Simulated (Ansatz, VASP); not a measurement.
## Two plane-wave programs on Nb4H

Contents of INCAR:

```
  ALGO = Normal
  DIPOL = 0.5 0.5 0.313
  EDIFF = 1E-7
  ENCUT = 520
  IDIPOL = 3
  ISIF = 2
  ISMEAR = 0
  LASPH = True
  LCHARG = False
  LDIPOL = True
  LREAL = False
  LWAVE = False
  NBANDS = 34
  NELM = 100
  PREC = Accurate
  SIGMA = 0.1
```

Contents of KPOINTS:

```
k-points
0
Gamma
  9 7 1
```

File POSCAR:

```
Nb4H
1.0
    2.9270177669      0.0000000000      0.0000000000
    0.0000000000      4.1394282232      0.0000000000
    0.0000000000      0.0000000000     21.2576690685
Nb H
4 1
Direct
    0.5000000000      0.5000000000      0.1881673850
    0.0000000000      0.0000000000      0.2570135449
    0.5000000000      0.5000000000      0.3306382692
    0.0000000000      0.0000000000      0.3884559987
    0.0000000000      0.5000000000      0.4025685526
```

Input for Ansatz:

```yaml
crystal:
  lattice:
    - [2.9270177669, 0.0, 0.0]
    - [0.0, 4.1394282232, 0.0]
    - [0.0, 0.0, 21.2576690685]
  atoms:
    - { symbol: Nb, position: [0.5, 0.5, 0.188167385] }
    - { symbol: Nb, position: [0.0, 0.0, 0.2570135449] }
    - { symbol: Nb, position: [0.5, 0.5, 0.3306382692] }
    - { symbol: Nb, position: [0.0, 0.0, 0.3884559987] }
    - { symbol: H, position: [0.0, 0.5, 0.4025685526] }
basis:
  ecutwfc: 420
kpoints:
  mp_grid: { grid: [9, 7, 1] }
hamiltonian:
  xc: lda
scf:
  occupations: { method: gaussian, width: 0.1 }
output:
  forces: true
  eigenvalues: true
efield:
  axis: 3
  dipole_correction: true
  ramp_width: 0.04
```

Alike in both runs: task single point; functional LDA; k mesh 9 × 7 × 1; occupations gaussian, width 0.1 eV; no spin polarisation.

|  | VASP | Ansatz |
| --- | --- | --- |
| version | VASP 6.6.1 | Ansatz 0.2.0 |
| potentials or method | VASP PAW LDA potentials, release 64 (Nb_sv, H), cutoff 520 eV | scalar-relativistic, plane waves, PAW |
| valence electrons in the cell | 53 | 53 |

```csv
,VASP,Ansatz,Ansatz less VASP
gap on the k mesh at the Fermi level (eV),none,none,-
rms of the force components (eV/Å),0.528,0.528,-0.0003
```

LDA's correlation is that of Perdew and Zunger in VASP and of Perdew and Wang (1992) in Ansatz. Atom by atom the forces differ by 0.001 eV/Å (rms over components). A gap of «none» marks a metal or a gap that the smearing closes.
